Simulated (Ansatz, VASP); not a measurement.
# Two plane-wave programs on Sc4BP3

```
Sc B P
1.0
     1.84412    1.06470   12.09374
    -1.84412    1.06470   12.09374
     0.00000   -2.12941   12.09374
Sc B P
4 1 3
Direct
  0.37239 0.37239 0.37239
  0.12417 0.12417 0.12417
  0.87583 0.87583 0.87583
  0.62761 0.62761 0.62761
  0.00000 0.00000 0.00000
  0.74769 0.74769 0.74769
  0.50000 0.50000 0.50000
  0.25231 0.25231 0.25231
```

Alike in both runs: functional PBE; k mesh 5 × 5 × 5; occupations gaussian, width 0.2 eV; no spin polarisation.

Ansatz relaxed the structure, and its values are those at the end. VASP's run is a single point on that final structure, the one shown.

|  | VASP | Ansatz |
| --- | --- | --- |
| version | VASP 6.6.1 | Ansatz 0.2.0 |
| potentials or method | VASP PAW PBE potentials, release 64 (Sc_sv, B, P), cutoff 520 eV | scalar-relativistic, plane waves, PAW |
| valence electrons in the cell | 62 | 62 |

|  | VASP | Ansatz | Ansatz less VASP |
| --- | --- | --- | --- |
| gap on the k mesh at the Fermi level (eV) | none | none | - |
| pressure (GPa) | 0.2 | 0.0 | -0.18 |
| rms of the force components (eV/Å) | 0.006 | 0.007 | +0.0007 |

A gap of «none» marks a metal or a gap that the smearing closes.

The k mesh is coarse, so the values compare programs but aren't converged.
